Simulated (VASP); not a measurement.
AlCo (CoAl (Pm-3m)):

```
Al Co
1.0
     2.81940    0.00000    0.00000
     0.00000    2.81940    0.00000
     0.00000    0.00000    2.81940
Al Co
1 1
Cartesian
  0.0000 0.0000 0.0000
  1.4097 1.4097 1.4097
```

* Program: VASP 6.6.1
* Task: relaxation of cell and atoms
* Functional: PBE
* Potentials or basis: VASP PAW PBE potentials, release 64 (Al, Co)
* Cutoff: 600 eV
* k mesh: 14 × 14 × 14
* Occupations: methfessel-paxton, width 0.1 eV
* Spin: no spin polarisation

At the start: pressure 6.5 GPa; volume 11.21 Å³/atom.

Problem. Where does the relaxation end?

Solution. Over 3 steps the energy falls by 7.5 meV/atom and the volume is 11.59 Å³/atom (+3.4 %); space group Pm-3m (No. 221, to 0.05 Å).

Step by step:
| step | energy change (eV) | largest force (eV/Å) | pressure (GPa) | volume (Å³) |
| --- | --- | --- | --- | --- |
| 1 | 0.0000 | 0.0000 | 6.54 | 22.41 |
| 2 | -0.0020 | 0.0000 | -5.30 | 23.93 |
| 3 | -0.0150 | 0.0000 | 0.05 | 23.18 |

Final structure:
```xyz
2
Lattice="2.8511 0.0000 0.0000 0.0000 2.8511 0.0000 0.0000 0.0000 2.8511" Properties=species:S:1:pos:R:3 pbc="T T T"
Al    0.0000    0.0000    0.0000
Co    1.4255    1.4255    1.4255
```
